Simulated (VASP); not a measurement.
Wanted: the native input for a VASP 6.6.1 run.

* Task: single point
* Functional: PBE
* Potentials or basis: VASP PAW PBE potentials, release 64 (Ru_pv, C)
* Cutoff: 520 eV
* k mesh: 6 × 6 × 4
* Occupations: gaussian, width 0.1 eV
* Spin: no spin polarisation
* Dipole correction: no
* Further INCAR settings: ALGO = Normal; EDIFF = 1e-06; NBANDS = 23

The structure of RuC4 lies in POSCAR:

```
RuC4
1.0
    3.8995605740      0.0000000000      0.0000000000
   -1.9497802870      3.3771185207      0.0000000000
    0.0000000000      0.0000000000      3.8787734302
Ru C
1 4
Direct
    0.0000000000      0.0000000000      0.5000000000
    0.5000000000      0.0000000000      0.0000000000
    0.0000000000      0.5000000000      0.0000000000
    0.5000000000      0.5000000000      0.0000000000
    0.0000000000      0.0000000000      0.0000000000
```

These files were run (other wordings do the same):

INCAR

```
SYSTEM = RuC4
  PREC = Accurate
  ENCUT = 520
  EDIFF = 1E-6
  ISMEAR = 0
  SIGMA = 0.1
  LREAL = .False.
  LASPH = .True.
  NELM = 60
  ALGO = Normal
  ISIF = 2
  LWAVE = .False.
  LCHARG = .True.
  GGA = PE
  LELF = .True.
  LVHAR = .True.
  NBANDS = 23
```

KPOINTS

```
regular mesh
0
Gamma
  6 6 4
  0 0 0
```

Potentials or basis: VASP PAW PBE potentials, release 64 (Ru_pv, C).

The run is started by

```sh
$ cat potpaw_PBE.64/Ru_pv/POTCAR potpaw_PBE.64/C/POTCAR > POTCAR
$ mpirun -np 1 vasp_std > vasp.out
```

It gave:

| Item | Value |
| --- | --- |
| Pressure | -0.1 GPa |
| Band gap on the k mesh | zero (band 15 reaches 7.30 eV, above the bottom of band 16 at 6.07 eV) |

Caveat: the k points lie up to 0.40 Å⁻¹ apart.

Wall time 27 s on 1 thread of Intel(R) Xeon(R) Platinum 8259CL CPU @ 2.50GHz (Skylake/Cascade Lake), on a shared host, peak memory 0.17 GiB.
